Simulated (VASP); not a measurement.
Input of a VASP 6.6.1 run:

INCAR

```
PREC = Accurate ; ENCUT = 520
EDIFF = 1E-7 ; ISMEAR = 0
SIGMA = 0.01 ; LREAL = False
LASPH = True ; NELM = 150
ALGO = Normal ; ISIF = 2
LWAVE = False ; LCHARG = False
MAGMOM = 0 0 0 ; LORBIT = 11
LSORBIT = True ; GGA_COMPAT = False
LORBMOM = True ; GGA = PS
IVDW = 12 ; NBANDS = 21
```

Contents of KPOINTS:

```
Automatic mesh
0
Gamma
  7 7 7
```

The input POSCAR:

```
Ba
1.0
    3.7082164127      0.0000000000      0.0000000000
    0.0000000000      3.7082164127      0.0000000000
    0.0000000000      0.0000000000      3.7082164127
Ba
1
Direct
    0.0000000000      0.0000000000      0.0000000000
```

Potentials or basis: VASP PAW PBE potentials, release 64 (Ba_sv).

Launch:

```sh
$ cat potpaw_PBE.64/Ba_sv/POTCAR > POTCAR
$ mpirun -np 1 vasp_ncl > vasp.out
```

Task: Estimate the net moment.

Result: 0.00 μB per cell.

Task: Predict the pressure.

Result: 0.0 GPa.

Task: Estimate the dispersion energy per atom.

Result: -0.312 eV.

Moments on the atoms (μB; x, y, z):
```
Ba  0.00 0.00 0.00
```

Caveat: the PAW data sets were made with another functional, which shifts forces and pressure a little.
